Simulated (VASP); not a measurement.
# Hg (P6_3/mmc) in VASP: further runs

Hg is run at these levels: PBEsol; tasks: single point.

Program: VASP 6.6.1. These are calculated values, not measurements. Logs are shortened: lines on timing, memory, paths and dates and some standing lists are left out, and cuts for length are marked.

**1. The cell of the first run**

The structure is hexagonal, space group P6_3/mmc (No. 194). The conventional cell has a = 2.435 Å, b = 2.435 Å, c = 3.966 Å, α = 90.00°, β = 90.00°, γ = 120.00°. Hg (site symmetry -6m2) has 12 Hg at 2.43 to 2.44 Å within 3.2 Å.

**2. Single point, PBEsol (volume scaled by 0.43)**

INCAR

```
PREC = Accurate ; ENCUT = 520
EDIFF = 1E-6 ; ISMEAR = -1
SIGMA = 0.08 ; LREAL = False
LASPH = True ; NELM = 60
ALGO = Normal ; ISIF = 2
LWAVE = False ; LCHARG = False
GGA = PS ; NBANDS = 19
```

KPOINTS

```
Automatic mesh
0
Gamma
  15 15 8
```

POSCAR

```
Hg
1.0
    2.4354398003      0.0000000000      0.0000000000
   -1.2177199001      2.1091527365      0.0000000000
    0.0000000000      0.0000000000      3.9661803417
Hg
2
Direct
    0.3333333333      0.6666666667      0.2500000000
    0.6666666667      0.3333333333      0.7500000000
```

Potentials or basis: VASP PAW PBE potentials, release 64 (Hg).

Run with:

```
$ cat potpaw_PBE.64/Hg/POTCAR > POTCAR
$ mpirun -np 1 vasp_std > vasp.out
```

OUTCAR:

```text
PREC = Accurate
   ENCUT = 520
   EDIFF = 1E-6
   ISMEAR = -1
   LREAL = False
   LASPH = True
   NELM = 60
   ISIF = 2
   GGA = PS

 ion  position               nearest neighbor table
   1  0.333  0.667  0.250-   2 2.43   2 2.43   2 2.43   2 2.43   2 2.43   2 2.43   2 3.44   2 3.44
                             2 3.44   2 3.44   2 3.44   2 3.44
   2  0.667  0.333  0.750-   1 2.43   1 2.43   1 2.43   1 2.43   1 2.43   1 2.43   1 3.44   1 3.44
                             1 3.44   1 3.44   1 3.44   1 3.44

  LATTYP: Found a hexagonal cell.
 ALAT       =     2.4354398003
 C/A-ratio  =     1.6285273572

  Lattice vectors:

 A1 = (   2.4354398003,   0.0000000000,   0.0000000000)
 A2 = (  -1.2177199001,   2.1091527365,   0.0000000000)
 A3 = (   0.0000000000,   0.0000000000,   3.9661803417)

Analysis of symmetry for initial positions (statically):
=====================================================================
 Subroutine PRICEL returns:
 Original cell was already a primitive cell.

 Routine SETGRP: Setting up the symmetry group for a
 hexagonal supercell.

 Subroutine GETGRP returns: Found 24 space group operations
 (whereof 12 operations were pure point group operations)
 out of a pool of 24 trial point group operations.

The static configuration has the point symmetry D_3d.
 The point group associated with its full space group is D_6h.

Analysis of symmetry for dynamics (positions and initial velocities):
=====================================================================
 Subroutine PRICEL returns:
 Original cell was already a primitive cell.

 Routine SETGRP: Setting up the symmetry group for a
 hexagonal supercell.

 Subroutine GETGRP returns: Found 24 space group operations
 (whereof 12 operations were pure point group operations)
 out of a pool of 24 trial point group operations.

The dynamic configuration has the point symmetry D_3d.
 The point group associated with its full space group is D_6h.

 Subroutine INISYM returns: Found 24 space group operations
 (whereof 12 operations are pure point group operations),
 and found     1 'primitive' translations

----------------------------------------------------------------------------------------

                                     Primitive cell

  volume of cell :      20.3731

  direct lattice vectors                    reciprocal lattice vectors
     2.435439800  0.000000000  0.000000000     0.410603456  0.237062016  0.000000000
    -1.217719900  2.109152737  0.000000000     0.000000000  0.474124032  0.000000000
     0.000000000  0.000000000  3.966180342     0.000000000  0.000000000  0.252131752

  length of vectors
     2.435439800  2.435439800  3.966180342     0.474124032  0.474124032  0.252131752

  position of ions in fractional coordinates (direct lattice)
     0.333333333  0.666666667  0.250000000
     0.666666667  0.333333333  0.750000000

  ion indices of the primitive-cell ions
   primitive index   ion index
                 1           1
                 2           2

----------------------------------------------------------------------------------------

 KPOINTS: Automatic mesh

Automatic generation of k-mesh.
 Grid dimensions read from file:
 generate k-points for:   15   15    8

 Generating k-lattice:

  Cartesian coordinates                     Fractional coordinates (reciprocal lattice)
     0.027373564  0.015804134  0.000000000     0.066666667  0.000000000  0.000000000
     0.000000000  0.031608269  0.000000000     0.000000000  0.066666667  0.000000000
     0.000000000  0.000000000  0.031516469     0.000000000  0.000000000  0.125000000

  Length of vectors
     0.031608269  0.031608269  0.031516469

  Shift w.r.t. Gamma in fractional coordinates (k-lattice)
     0.000000000  0.000000000  0.000000000

 Subroutine IBZKPT returns following result:
 ===========================================

 Found    135 irreducible k-points:

 Following reciprocal coordinates:
            Coordinates               Weight
  0.000000  0.000000  0.000000      1.000000
  0.066667  0.000000  0.000000      6.000000
  0.133333  0.000000  0.000000      6.000000
  0.200000  0.000000  0.000000      6.000000
  0.266667  0.000000  0.000000      6.000000
  0.333333  0.000000  0.000000      6.000000
[... 16 lines left out ...]
  0.333333  0.200000  0.000000     12.000000
  0.400000  0.200000  0.000000      6.000000
 [... further k-points ...]
   k-points           NKPTS =    135   k-points in BZ     NKDIM =    135   number of bands    NBANDS=     19
   number of dos      NEDOS =    301   number of ions     NIONS =      2
   total plane-waves  NPLWV =   9720
   dimension x,y,z NGX =    18 NGY =   18 NGZ =   30
   dimension x,y,z NGXF=    36 NGYF=   36 NGZF=   60
   ions per type =               2
   NGX,Y,Z   is equivalent  to a cutoff of  12.29, 12.29, 12.57 a.u.
   NGXF,Y,Z  is equivalent  to a cutoff of  24.57, 24.57, 25.15 a.u.
 SYSTEM =  unknown system
   PREC   = accura    normal or accurate (medium, high low for compatibility)
   ISTART =      0    job   : 0-new  1-cont  2-samecut
   ICHARG =      2    charge: 1-file 2-atom 10-const
   ISPIN  =      1    spin polarized calculation?
   LNONCOLLINEAR =      F non collinear calculations
   LSORBIT =      F    spin-orbit coupling
   LASPH  =      T    aspherical Exc in radial PAW
   ENCUT  =  520.0 eV  38.22 Ry    6.18 a.u.   4.53  4.53  7.37*2*pi/ulx,y,z
   NELM   =     60;   NELMIN=  2; NELMDL= -5     # of ELM steps
   EDIFF  = 0.1E-05   stopping-criterion for ELM
   LREAL  =      F    real-space projection
   EDIFFG = 0.1E-04   stopping-criterion for IOM
   NSW    =      0    number of steps for IOM
   IBRION =     -1    ionic relax: 0-MD 1-quasi-New 2-CG
   NFREE  =      0    steps in history (QN), initial steepest desc. (CG)
   ISIF   =      2    stress and relaxation
   ISYM   =      2    0-nonsym 1-usesym 2-fastsym
   POTIM  = 0.5000    time-step for ionic-motion
   TEBEG  =    0.0;   TEEND  =   0.0 temperature during run
   PSTRESS=    0.0 pullay stress
   NELECT =      24.0000    total number of electrons
   NUPDOWN=      -1.0000    fix difference up-down
   EMIN   =  10.00;   EMAX   =-10.00  energy-range for DOS
   EFERMI =   0.00;   METHOD = LEGACY
   ISMEAR =    -1;   SIGMA  =   0.08  broadening in eV -4-tet -1-fermi 0-gaus
   EFERMI_NEDOS =   21; number of points for ismear=-14 and -15
   IALGO  =     38    algorithm
   IMIX   =      4    mixing-type and parameters
     AMIX     =   0.40;   BMIX     =  1.00
     AMIX_MAG =   1.60;   BMIX_MAG =  1.00
  volume/ion in A,a.u.               =      10.19        68.74
  Fermi-wavevector in a.u.,A,eV,Ry     =   1.728991  3.267318 40.673369  2.989408
  Thomas-Fermi vector in A             =   2.803820
   LORBIT       =      0    0 simple, 1 ext, 2 COOP (PROOUT), +10 PAW based schemes
   GGA     = PS    functional components
   LHFCALC =     F    Hartree Fock is set to
   AEXX    =    0.0000 exact exchange contribution
   IVDW    =     0    specifies the selected vdW correction
   LEPSILON=     F    determine dielectric tensor
   LRPA    =     F    only Hartree local field effects (RPA)
 non-spin polarized calculation
  energy-cutoff  :      520.00
  volume of cell :       20.37
 maximum number of plane-waves:       567
 NGX is ok and might be reduce to    18
   NGX =  9   NGY =  9   NGZ = 15

 number of electron      23.9999995 magnetization

 Free energy of the ion-electron system (eV)
  ---------------------------------------------------
  ext. energy  EPLUGINS =         0.00000000
  ---------------------------------------------------
  free energy    TOTEN  =        15.25606131 eV

  energy without entropy =       15.26237443  energy(sigma->0) =       15.25921787

 E-fermi :  16.6027     XC(G=0): -16.1354

 val. band max:       16.5711075374   @ k =   0.4000   0.0000   0.0000
 cond. band min:      16.7200076829   @ k =   0.3333   0.3333   0.5000
 fundamental gap:      0.1489001456
 Fermi energy:        16.6027087738

 k-point     1 :       0.0000    0.0000    0.0000
  band No.  band energies     occupation
      1      -5.7803      2.00000
      2      -3.2273      2.00000
      3       1.3138      2.00000
      4       1.4924      2.00000
      5       1.4924      2.00000
      6       2.2604      2.00000
[... 11 lines left out ...]
     18      36.1603      0.00000
     19      37.5144      0.00000

 k-point     2 :       0.0667    0.0000    0.0000
  band No.  band energies     occupation
      1      -5.5574      2.00000
      2      -3.0396      2.00000
      3       1.0103      2.00000
      4       1.6779      2.00000
      5       1.7674      2.00000
      6       2.1643      2.00000
[... 11 lines left out ...]
     18      34.8466      0.00000
     19      34.9413      0.00000

 k-point     3 :       0.1333    0.0000    0.0000
  band No.  band energies     occupation
      1      -4.9240      2.00000
      2      -2.5474      2.00000
      3       0.5836      2.00000
      4       1.8300      2.00000
      5       2.2207      2.00000
      6       2.2906      2.00000
[... 11 lines left out ...]
     18      32.7565      0.00000
     19      33.4105      0.00000

 k-point     4 :       0.2000    0.0000    0.0000
  band No.  band energies     occupation
      1      -4.0045      2.00000
      2      -2.0410      2.00000
      3       0.3376      2.00000
      4       1.0857      2.00000
      5       1.5610      2.00000
      6       2.4028      2.00000
[... 407 lines left out ...]
     18      30.3488      0.00000
     19      31.5859      0.00000

 k-point    23 :       0.3333    0.2000    0.0000
  band No.  band energies     occupation
      1      -1.8603      2.00000
      2      -1.4797      2.00000
      3      -1.0768      2.00000
      4       0.9325      2.00000
      5       1.1917      2.00000
      6       1.9505      2.00000
[... 11 lines left out ...]
     18      29.1835      0.00000
     19      30.3453      0.00000

 k-point    24 :       0.4000    0.2000    0.0000
  band No.  band energies     occupation
      1      -1.9827      2.00000
      2      -1.5562      2.00000
      3      -1.0773      2.00000
      4       0.9895      2.00000
      5       1.5423      2.00000
      6       1.7661      2.00000
[... 11 lines left out ...]
     18      28.6490      0.00000
     19      29.8867      0.00000

 [... further k-points ...]

------------------------ aborting loop because EDIFF is reached ----------------------------------------

  FORCE on cell =-STRESS in cart. coord.  units (eV):
  Direction    XX          YY          ZZ          XY          YZ          ZX
  --------------------------------------------------------------------------------------
  -------------------------------------------------------------------------------------
  Total       64.3496641     64.3496641     64.2572047      0.0000000     -0.0000000     -0.0000000
  in kB     5060.5646682   5060.5646685   5053.2935095      0.0000001     -0.0000000     -0.0000000
  external PRESSURE =    5058.1409487 kB  Pullay stress =       0.0000000 kB

 VOLUME and BASIS-vectors are now :
 -----------------------------------------------------------------------------
  energy-cutoff  :      520.00
  volume of cell :       20.37
      direct lattice vectors                 reciprocal lattice vectors
     2.435439800  0.000000000  0.000000000     0.410603456  0.237062016  0.000000000
    -1.217719900  2.109152737  0.000000000     0.000000000  0.474124032  0.000000000
     0.000000000  0.000000000  3.966180342     0.000000000  0.000000000  0.252131752

 POSITION                                       TOTAL-FORCE (eV/Angst)
 -----------------------------------------------------------------------------------
     -0.00000      1.40610      0.99155        -0.000000      0.000000     -0.000000
      1.21772      0.70305      2.97464         0.000000      0.000000      0.000000
 -----------------------------------------------------------------------------------
    total drift:                               -0.000000      0.000000      0.000000

  FREE ENERGIE OF THE ION-ELECTRON SYSTEM (eV)
  ---------------------------------------------------
  free  energy   TOTEN  =        15.2560613091 eV

  energy  without entropy=       15.2623744307  energy(sigma->0) =       15.25921787
```

Run time: 46 s. Hardware: 1 thread of Intel Xeon Platinum 8259CL at 2.50GHz (Skylake/Cascade Lake), shared host; peak memory 0.16 GiB.

What came out:

```
Free energy            : 15.2561 eV
Pressure               : 505.8 GPa
Band gap on the k mesh : zero (band 12 reaches 17.61 eV, above the bottom of band 13 at 15.16 eV)
```

Caveat: the PAW data sets were made with another functional, which shifts forces and pressure a little; spin-orbit coupling is left out, which moves the levels of the heavy elements.

**3. Single point, PBEsol (volume scaled by 0.5)**

INCAR

```
PREC     = Accurate       # precision mode
ENCUT    = 520            # plane-wave cutoff, eV
EDIFF    = 1E-6           # SCF threshold, eV
ISMEAR   = -1             # smearing method
SIGMA    = 0.08           # smearing width, eV
LREAL    = False          # projectors in reciprocal space
LASPH    = True           # aspherical terms in the spheres
NELM     = 80             # most SCF steps
ALGO     = Normal         # electronic algorithm
ISIF     = 2              # what is computed and relaxed
LWAVE    = False          # write WAVECAR
LCHARG   = False          # write CHGCAR
GGA      = PS             # functional
NBANDS   = 19             # bands
```

KPOINTS

```
regular mesh
0
Gamma
  15 15 8
```

POSCAR

```
Hg
1.0
    2.5575616594      0.0000000000      0.0000000000
   -1.2787808297      2.2149133688      0.0000000000
    0.0000000000      0.0000000000      4.1819282660
Hg
2
Direct
    0.3333333333      0.6666666667      0.2500000000
    0.6666666667      0.3333333333      0.7500000000
```

Potentials or basis: VASP PAW PBE potentials, release 64 (Hg).

Run with:

```
$ cat potpaw_PBE.64/Hg/POTCAR > POTCAR
$ mpirun -np 1 vasp_std > vasp.out
```

It took 61 s on 1 thread of Intel Xeon Platinum 8259CL at 2.50GHz (Skylake/Cascade Lake), shared host; peak memory 0.17 GiB.

Results (log left out):

| Item | Value |
| --- | --- |
| Free energy | 7.5712 eV |
| Pressure | 264.5 GPa |
| Band gap on the k mesh | zero (band 12 reaches 13.85 eV, above the bottom of band 13 at 11.99 eV) |

Levels at points of the mesh, in eV from the Fermi level:
```
           k point  band 8  band 9  band 10  band 11  band 12  band 13  band 14  band 15  band 16  band 17
(0.00, 0.00, 0.00)  -11.43  -11.43    -8.98    -8.98    -7.63    -0.64    11.34    13.88    14.83    18.22
(0.00, 0.00, 0.50)  -12.95   -9.73    -9.73    -9.73    -9.73     8.94     8.94    12.22    12.22    17.69
```

Caveat: the PAW data sets were made with another functional, which shifts forces and pressure a little; spin-orbit coupling is left out, which moves the levels of the heavy elements.

(Part 1 of 2 ends here.)
